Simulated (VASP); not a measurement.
# WSe (Fm-3m) in VASP: notebook

Runs on WSe. Level: PBE+U. Tasks: single point.

Everything below comes from runs of VASP 6.6.1. Logs are shortened: lines on timing, memory, paths and dates and some standing lists are left out, and cuts for length are marked.

## Step 1: The cell of the first run

The structure is cubic, space group Fm-3m (No. 225). The conventional cell has a = 5.330 Å, b = 5.330 Å, c = 5.330 Å, α = 90.00°, β = 90.00°, γ = 90.00°. Within 3.5 Å of W (site symmetry m-3m) lie 6 Se at 2.67 Å. Se (site symmetry m-3m) has 6 W at 2.67 Å within 3.5 Å.

## Step 2: Single point, PBE+U, collinear spin

Contents of INCAR:

```
PREC = Accurate ; ENCUT = 520
EDIFF = 1E-6 ; ISMEAR = 0
SIGMA = 0.1 ; LREAL = False
LASPH = True ; NELM = 150
ALGO = Normal ; ISIF = 2
LWAVE = False ; LCHARG = True
ISPIN = 2 ; MAGMOM = 1 0
LORBIT = 11 ; LMAXMIX = 4
LDAU = True ; LDAUTYPE = 2
LDAUL = 2 -1 ; LDAUU = 6.2 0
LDAUJ = 0 0 ; LDAUPRINT = 1
GGA = PE ; LELF = True
LVHAR = True ; NBANDS = 21
```

Contents of KPOINTS:

```
Automatic mesh
0
Gamma
  12 12 12
```

Contents of POSCAR:

```
WSe
1.0
    0.0000000000      2.6652029349      2.6652029349
    2.6652029349      0.0000000000      2.6652029349
    2.6652029349      2.6652029349      0.0000000000
W Se
1 1
Direct
    0.0000000000      0.0000000000      0.0000000000
    0.5000000000      0.5000000000      0.5000000000
```

Potentials or basis: VASP PAW PBE potentials, release 64 (W_sv, Se).

On the command line:

```sh
$ cat potpaw_PBE.64/W_sv/POTCAR potpaw_PBE.64/Se/POTCAR > POTCAR
$ mpirun -np 1 vasp_std > vasp.out
```

OUTCAR:

```text
PREC = Accurate
   ENCUT = 520
   EDIFF = 1E-6
   ISMEAR = 0
   LREAL = False
   LASPH = True
   NELM = 150
   ISIF = 2
   ISPIN = 2
   LORBIT = 11
   GGA = PE

 ion  position               nearest neighbor table
   1  0.000  0.000  0.000-   2 2.67   2 2.67   2 2.67   2 2.67   2 2.67   2 2.67
   2  0.500  0.500  0.500-   1 2.67   1 2.67   1 2.67   1 2.67   1 2.67   1 2.67

  LATTYP: Found a face centered cubic cell.
 ALAT       =     5.3304058698

  Lattice vectors:

 A1 = (   0.0000000000,   2.6652029349,   2.6652029349)
 A2 = (   2.6652029349,   0.0000000000,   2.6652029349)
 A3 = (   2.6652029349,   2.6652029349,   0.0000000000)

Analysis of symmetry for initial positions (statically):
=====================================================================
 Subroutine PRICEL returns:
 Original cell was already a primitive cell.

 Routine SETGRP: Setting up the symmetry group for a
 face centered cubic supercell.

 Subroutine GETGRP returns: Found 48 space group operations
 (whereof 48 operations were pure point group operations)
 out of a pool of 48 trial point group operations.

The static configuration has the point symmetry O_h .

Analysis of symmetry for dynamics (positions and initial velocities):
=====================================================================
 Subroutine PRICEL returns:
 Original cell was already a primitive cell.

 Routine SETGRP: Setting up the symmetry group for a
 face centered cubic supercell.

 Subroutine GETGRP returns: Found 48 space group operations
 (whereof 48 operations were pure point group operations)
 out of a pool of 48 trial point group operations.

The dynamic configuration has the point symmetry O_h .

Analysis of structural, dynamic, and magnetic symmetry:
=====================================================================
 Subroutine PRICEL returns:
 Original cell was already a primitive cell.

 Routine SETGRP: Setting up the symmetry group for a
 face centered cubic supercell.

 Subroutine GETGRP returns: Found 48 space group operations
 (whereof 48 operations were pure point group operations)
 out of a pool of 48 trial point group operations.

The overall configuration has the point symmetry O_h .

 Subroutine INISYM returns: Found 48 space group operations
 (whereof 48 operations are pure point group operations),
 and found     1 'primitive' translations

----------------------------------------------------------------------------------------

                                     Primitive cell

  volume of cell :      37.8635

  direct lattice vectors                    reciprocal lattice vectors
     0.000000000  2.665202935  2.665202935    -0.187602975  0.187602975  0.187602975
     2.665202935  0.000000000  2.665202935     0.187602975 -0.187602975  0.187602975
     2.665202935  2.665202935  0.000000000     0.187602975  0.187602975 -0.187602975

  length of vectors
     3.769166137  3.769166137  3.769166137     0.324937885  0.324937885  0.324937885

  position of ions in fractional coordinates (direct lattice)
     0.000000000  0.000000000  0.000000000
     0.500000000  0.500000000  0.500000000

  ion indices of the primitive-cell ions
   primitive index   ion index
                 1           1
                 2           2

----------------------------------------------------------------------------------------

 KPOINTS: Automatic mesh

Automatic generation of k-mesh.
 Grid dimensions read from file:
 generate k-points for:   12   12   12

 Generating k-lattice:

  Cartesian coordinates                     Fractional coordinates (reciprocal lattice)
    -0.015633581  0.015633581  0.015633581     0.083333333  0.000000000  0.000000000
[... 58 lines left out ...]
   NELM   =    150;   NELMIN=  2; NELMDL= -5     # of ELM steps
   EDIFF  = 0.1E-05   stopping-criterion for ELM
   LREAL  =      F    real-space projection
   EDIFFG = 0.1E-04   stopping-criterion for IOM
   NSW    =      0    number of steps for IOM
   IBRION =     -1    ionic relax: 0-MD 1-quasi-New 2-CG
   NFREE  =      0    steps in history (QN), initial steepest desc. (CG)
   ISIF   =      2    stress and relaxation
   ISYM   =      2    0-nonsym 1-usesym 2-fastsym
   POTIM  = 0.5000    time-step for ionic-motion
   TEBEG  =    0.0;   TEEND  =   0.0 temperature during run
   PSTRESS=    0.0 pullay stress
   NELECT =      20.0000    total number of electrons
   NUPDOWN=      -1.0000    fix difference up-down
   EMIN   =  10.00;   EMAX   =-10.00  energy-range for DOS
   EFERMI =   0.00;   METHOD = LEGACY
   ISMEAR =     0;   SIGMA  =   0.10  broadening in eV -4-tet -1-fermi 0-gaus
   EFERMI_NEDOS =   21; number of points for ismear=-14 and -15
   IALGO  =     38    algorithm
   IMIX   =      4    mixing-type and parameters
     AMIX     =   0.40;   BMIX     =  1.00
     AMIX_MAG =   1.60;   BMIX_MAG =  1.00
  volume/ion in A,a.u.               =      18.93       127.76
  Fermi-wavevector in a.u.,A,eV,Ry     =   1.323360  2.500787 23.827621  1.751281
  Thomas-Fermi vector in A             =   2.452973
   LORBIT       =     11    0 simple, 1 ext, 2 COOP (PROOUT), +10 PAW based schemes
 LDA+U is selected, type is set to LDAUTYPE =  2
   angular momentum for each species LDAUL =     2   -1
   U (eV)           for each species LDAUU =   6.2  0.0
   J (eV)           for each species LDAUJ =   0.0  0.0
   GGA     = PE    functional components
   LHFCALC =     F    Hartree Fock is set to
   AEXX    =    0.0000 exact exchange contribution
   IVDW    =     0    specifies the selected vdW correction
   LEPSILON=     F    determine dielectric tensor
   LRPA    =     F    only Hartree local field effects (RPA)
 spin polarized calculation
 Gauss-broadening in eV      SIGMA  =   0.10
  energy-cutoff  :      520.00
  volume of cell :       37.86
 maximum number of plane-waves:      1036
   NGX = 13   NGY = 13   NGZ = 13

atom =   1  type =  1  l = 2

 onsite density matrix

spin component  1

  0.7797  0.0000 -0.0000  0.0000 -0.0000
  0.0000  0.7797  0.0000  0.0000 -0.0000
 -0.0000  0.0000  0.3937  0.0000 -0.0000
  0.0000  0.0000  0.0000  0.7797 -0.0000
 -0.0000 -0.0000 -0.0000 -0.0000  0.3937

spin component  2

  0.0601  0.0000 -0.0000  0.0000 -0.0000
  0.0000  0.0601  0.0000  0.0000 -0.0000
 -0.0000  0.0000  0.1000  0.0000  0.0000
  0.0000  0.0000  0.0000  0.0601 -0.0000
 -0.0000 -0.0000  0.0000 -0.0000  0.1000

 occupancies and eigenvectors

  o =  0.0601  v =  0.0000  0.0000  0.0000  0.0000  0.0000  0.9998 -0.0163  0.0000 -0.0086  0.0000      0.0000  0.0000  0.0000  0.0000  0.0000  0.0000  0.0000  0.0000  0.0000  0.0000
  o =  0.0601  v =  0.0000  0.0000  0.0000  0.0000  0.0000 -0.0173 -0.9920  0.0000 -0.1247  0.0000      0.0000  0.0000  0.0000  0.0000  0.0000  0.0000  0.0000  0.0000  0.0000  0.0000
  o =  0.0601  v =  0.0000  0.0000  0.0000  0.0000  0.0000 -0.0065  0.1248  0.0000 -0.9922 -0.0000      0.0000  0.0000  0.0000  0.0000  0.0000  0.0000  0.0000  0.0000  0.0000  0.0000
  o =  0.1000  v =  0.0000  0.0000  0.0000  0.0000  0.0000 -0.0000  0.0000  0.7103  0.0000 -0.7039      0.0000  0.0000  0.0000  0.0000  0.0000  0.0000  0.0000  0.0000  0.0000  0.0000
  o =  0.1000  v =  0.0000  0.0000  0.0000  0.0000  0.0000  0.0000 -0.0000 -0.7039 -0.0000 -0.7103      0.0000  0.0000  0.0000  0.0000  0.0000  0.0000  0.0000  0.0000  0.0000  0.0000
  o =  0.3937  v =  0.0000 -0.0000  0.9995 -0.0000  0.0320  0.0000  0.0000  0.0000  0.0000  0.0000      0.0000  0.0000  0.0000  0.0000  0.0000  0.0000  0.0000  0.0000  0.0000  0.0000
  o =  0.3937  v =  0.0000 -0.0000 -0.0320  0.0000  0.9995  0.0000  0.0000  0.0000  0.0000  0.0000      0.0000  0.0000  0.0000  0.0000  0.0000  0.0000  0.0000  0.0000  0.0000  0.0000
  o =  0.7797  v =  1.0000  0.0000  0.0000  0.0000  0.0000  0.0000  0.0000  0.0000  0.0000  0.0000      0.0000  0.0000  0.0000  0.0000  0.0000  0.0000  0.0000  0.0000  0.0000  0.0000
  o =  0.7797  v =  0.0000  0.0695  0.0000 -0.9976  0.0000  0.0000  0.0000  0.0000  0.0000  0.0000      0.0000  0.0000  0.0000  0.0000  0.0000  0.0000  0.0000  0.0000  0.0000  0.0000
  o =  0.7797  v =  0.0000  0.9976  0.0000  0.0695  0.0000  0.0000  0.0000  0.0000  0.0000  0.0000      0.0000  0.0000  0.0000  0.0000  0.0000  0.0000  0.0000  0.0000  0.0000  0.0000

 number of electron      20.0000001 magnetization       3.3745224

 Free energy of the ion-electron system (eV)
  ---------------------------------------------------
  ext. energy  EPLUGINS =         0.00000000
  ---------------------------------------------------
  free energy    TOTEN  =        -9.12974095 eV

  energy without entropy =       -9.12570487  energy(sigma->0) =       -9.12772291

 E-fermi :   9.1847     XC(G=0): -11.5075

 val. band max:        9.1810718841   @ k =   0.2500   0.1667   0.0000
 cond. band min:       9.1987504218   @ k =   0.2500   0.1667   0.0833
 fundamental gap:      0.0176785377
 Fermi energy:         9.1847334896

 spin component 1

 k-point     1 :       0.0000    0.0000    0.0000
  band No.  band energies     occupation
      1     -66.1937      1.00000
      2     -30.6691      1.00000
      3     -30.6691      1.00000
      4     -30.6691      1.00000
      5      -7.4854      1.00000
      6       4.6947      1.00000
[... 1145 lines left out ...]
     20      24.1419      0.00000
     21      25.3663      0.00000

 [... further k-points ...]
[... 5 lines left out ...]
  --------------------------------------------------------------------------------------
  -------------------------------------------------------------------------------------
  Total        3.9617793      3.9617793      3.9617793      0.0000000      0.0000000     -0.0000000
  in kB      167.6409138    167.6409138    167.6409138      0.0000000      0.0000000     -0.0000000
  external PRESSURE =     167.6409138 kB  Pullay stress =       0.0000000 kB

 VOLUME and BASIS-vectors are now :
 -----------------------------------------------------------------------------
  energy-cutoff  :      520.00
  volume of cell :       37.86
      direct lattice vectors                 reciprocal lattice vectors
     0.000000000  2.665202935  2.665202935    -0.187602975  0.187602975  0.187602975
     2.665202935  0.000000000  2.665202935     0.187602975 -0.187602975  0.187602975
     2.665202935  2.665202935  0.000000000     0.187602975  0.187602975 -0.187602975

 POSITION                                       TOTAL-FORCE (eV/Angst)
 -----------------------------------------------------------------------------------
      0.00000      0.00000      0.00000         0.000000      0.000000      0.000000
      2.66520      2.66520      2.66520        -0.000000     -0.000000     -0.000000
 -----------------------------------------------------------------------------------
    total drift:                               -0.000000      0.000000      0.000000

  FREE ENERGIE OF THE ION-ELECTRON SYSTEM (eV)
  ---------------------------------------------------
  free  energy   TOTEN  =        -9.1297409540 eV

  energy  without entropy=       -9.1257048675  energy(sigma->0) =       -9.12772291

 total charge

# of ion       s       p       d       tot
------------------------------------------
    1        2.312   6.135   3.462  11.909
    2        1.426   2.468   0.099   3.993
--------------------------------------------------
tot          3.738   8.603   3.561  15.902

 magnetization (x)

# of ion       s       p       d       tot
------------------------------------------
    1        0.124   0.025   2.718   2.867
    2        0.003  -0.069   0.050  -0.017
--------------------------------------------------
tot          0.127  -0.045   2.768   2.850
```

It took 1.7 min on 1 thread of Intel Xeon Platinum 8488C (Sapphire Rapids), shared host; peak memory 0.23 GiB.

Results:

- Free energy: -9.1297 eV
- Pressure: 16.8 GPa
- Net moment: 3.37 μB per cell
- Site moments: W +2.87; Se -0.02 μB
- Valence electrons inside the program's atomic spheres: W 11.91; Se 3.99

Eigenvalues of the final occupation matrices:
```
    site  spin  trace               eigenvalues
site 1 d     1   3.13  0.39 0.39 0.78 0.78 0.78
site 1 d     2   0.38  0.06 0.06 0.06 0.10 0.10
```

Caveat: the cell stands under pressure; spin-orbit coupling is left out, which moves the levels of the heavy elements.

## Step 3: Single point, PBE+U, collinear spin

This run uses another cell than the first one, of 21.77 Å³/atom.

Contents of INCAR:

```
ALGO     = Normal         # electronic algorithm
EDIFF    = 1E-7           # SCF threshold, eV
ENCUT    = 520            # plane-wave cutoff, eV
GGA      = PE             # functional
ISIF     = 2              # what is computed and relaxed
ISMEAR   = 0              # smearing method
ISPIN    = 2              # spin polarisation
LASPH    = T              # aspherical terms in the spheres
LCHARG   = T              # write CHGCAR
LDAU     = T              # DFT+U
LDAUJ    = 0 0          
LDAUL    = 2 -1           # shell
LDAUPRINT= 1            
LDAUTYPE = 2            
LDAUU    = 6.2 0          # U, eV
LELF     = T              # ELF
LMAXMIX  = 4              # l up to which the mixer works
LORBIT   = 11             # projections on sites
LREAL    = F              # projectors in reciprocal space
LVHAR    = T            
LWAVE    = F              # write WAVECAR
MAGMOM   = 1 0            # initial moments
NBANDS   = 21             # bands
NELM     = 150            # most SCF steps
PREC     = Accurate       # precision mode
SIGMA    = 0.1            # smearing width, eV
```

Contents of KPOINTS:

```
k-points
0
Gamma
  12 12 12
```

Contents of POSCAR:

```
WSe
1.0
    0.0000000000      2.7923052720      2.7923052720
    2.7923052720      0.0000000000      2.7923052720
    2.7923052720      2.7923052720      0.0000000000
W Se
1 1
Direct
    0.0000000000      0.0000000000      0.0000000000
    0.5000000000      0.5000000000      0.5000000000
```

Potentials or basis: VASP PAW PBE potentials, release 64 (W_sv, Se).

On the command line:

```sh
$ cat potpaw_PBE.64/W_sv/POTCAR potpaw_PBE.64/Se/POTCAR > POTCAR
$ mpirun -np 1 vasp_std > vasp.out
```

Wall time 2.3 min (1 thread of Intel Xeon Platinum 8488C (Sapphire Rapids), shared host); peak memory 0.25 GiB.

Results (log left out):

```
Free energy                                           : -9.4304 eV
Pressure                                              : 2.4 GPa
Net moment                                            : 3.74 μB per cell
Site moments                                          : W +3.08; Se -0.05 μB
Valence electrons inside the program's atomic spheres : W 11.78; Se 3.89
```

Levels at points of the mesh, in eV from the Fermi level:
Spin up:
```
           k point  band 9  band 10  band 11  band 12  band 13  band 14  band 15  band 16
(0.00, 0.00, 0.00)   -2.89    -2.89    -2.89    -2.00    -2.00    -0.96     6.97     9.92
(0.50, 0.00, 0.00)   -2.70    -2.70    -2.43     1.19     3.30     3.30     4.43     4.43
(0.50, 0.50, 0.00)   -4.27    -2.51    -2.51    -1.42    -1.26     0.46     7.40     8.14
```
Spin down:
```tsv
k point	band 4	band 5	band 6	band 7	band 8	band 9	band 10	band 11	band 12	band 13
(0.00, 0.00, 0.00)	-37.99	-15.52	-2.85	-2.85	-2.85	0.33	0.97	0.97	0.97	1.23
(0.50, 0.00, 0.00)	-37.99	-14.43	-7.35	-4.45	-4.45	1.95	3.23	3.46	3.46	5.43
(0.50, 0.50, 0.00)	-38.00	-14.50	-6.08	-4.08	-4.08	-1.03	0.46	2.22	3.99	4.32
```

Eigenvalues of the final occupation matrices:
| site | spin | trace | eigenvalues |
| --- | --- | --- | --- |
| site 1 d | 1 | 3.18 | 0.41 0.41 0.78 0.78 0.78 |
| site 1 d | 2 | 0.24 | 0.03 0.03 0.03 0.07 0.07 |

Caveat: spin-orbit coupling is left out, which moves the levels of the heavy elements.

## Step 4: Single point, PBE+U, collinear spin

This run uses another cell than the first one, of 22.72 Å³/atom.

Contents of INCAR:

```
SYSTEM = WSe
PREC = Accurate ; ENCUT = 520
EDIFF = 1E-6 ; ISMEAR = 0
SIGMA = 0.1 ; LREAL = .False.
LASPH = .True. ; NELM = 150
ALGO = Normal ; ISIF = 2
LWAVE = .False. ; LCHARG = .False.
ISPIN = 2 ; MAGMOM = 1 0
LORBIT = 11 ; LMAXMIX = 4
LDAU = .True. ; LDAUTYPE = 2
LDAUL = 2 -1 ; LDAUU = 6.2 0
LDAUJ = 0 0 ; LDAUPRINT = 1
GGA = PE ; NBANDS = 21
```

Contents of KPOINTS:

```
regular mesh
0
Gamma
  12 12 12
  0 0 0
```

Contents of POSCAR:

```
WSe
1.0
    0.0000000000      2.8322007374      2.8322007374
    2.8322007374      0.0000000000      2.8322007374
    2.8322007374      2.8322007374      0.0000000000
W Se
1 1
Direct
    0.0000000000      0.0000000000      0.0000000000
    0.5000000000      0.5000000000      0.5000000000
```

On the command line:

```sh
$ cat potpaw_PBE.64/W_sv/POTCAR potpaw_PBE.64/Se/POTCAR > POTCAR
$ mpirun -np 1 vasp_std > vasp.out
```

It took 2.1 min on 1 thread of Intel Xeon Platinum 8488C (Sapphire Rapids), shared host; peak memory 0.25 GiB.

The run converged. Its results:

```
Free energy                                           : -9.4424 eV
Pressure                                              : -0.2 GPa
Net moment                                            : 3.87 μB per cell
Site moments                                          : W +3.16; Se -0.07 μB
Valence electrons inside the program's atomic spheres : W 11.76; Se 3.86
```

Levels at points of the mesh, in eV from the Fermi level:
Spin up:
```csv
k point,band 8,band 9,band 10,band 11,band 12,band 13,band 14,band 15,band 16,band 17
"(0.00, 0.00, 0.00)",-3.99,-2.76,-2.76,-2.76,-1.92,-1.92,-1.16,7.04,9.71,9.71
"(0.50, 0.00, 0.00)",-5.44,-2.64,-2.64,-2.41,1.23,3.06,3.06,4.41,4.41,6.20
"(0.50, 0.50, 0.00)",-4.09,-4.09,-2.48,-2.48,-1.44,-1.23,0.29,7.20,7.91,9.94
```
Spin down:
```csv
k point,band 6,band 7,band 8,band 9,band 10,band 11
"(0.00, 0.00, 0.00)",-2.74,-2.74,-2.74,0.22,1.25,1.25
"(0.50, 0.00, 0.00)",-7.00,-4.20,-4.20,2.07,3.38,3.63
"(0.50, 0.50, 0.00)",-5.79,-3.91,-3.91,-0.68,0.50,2.41
```

Eigenvalues of the final occupation matrices:
| site | spin | trace | eigenvalues |
| --- | --- | --- | --- |
| site 1 d | 1 | 3.21 | 0.43 0.43 0.79 0.79 0.79 |
| site 1 d | 2 | 0.20 | 0.02 0.02 0.02 0.07 0.07 |

Caveat: spin-orbit coupling is left out, which moves the levels of the heavy elements.

## Step 5: The runs side by side

| cell | gap on the mesh (eV) | pressure (GPa) | moment (μB) |
| --- | --- | --- | --- |
| a = 3.769 Å, angles 60.0°, 2 atoms | none | 16.8 | 3.37 |
| a = 3.949 Å, angles 60.0°, 2 atoms | none | 2.4 | 3.74 |
| a = 4.005 Å, angles 60.0°, 2 atoms | none | -0.2 | 3.87 |

Alike in all rows: task single point; level PBE+U; potentials or basis VASP PAW PBE potentials, release 64 (W_sv, Se); spin collinear; W d U = 6.2 eV; k mesh 12 × 12 × 12; cutoff (eV) 520; smearing gaussian 0.1 eV.

Caveats: spin-orbit coupling is left out, which moves the levels of the heavy elements; the cell stands under pressure (at least some runs).

Absolute energies hang on the potentials; compare differences alone.

The gap in the log of VASP goes by the Fermi energy; the results here count the filled bands.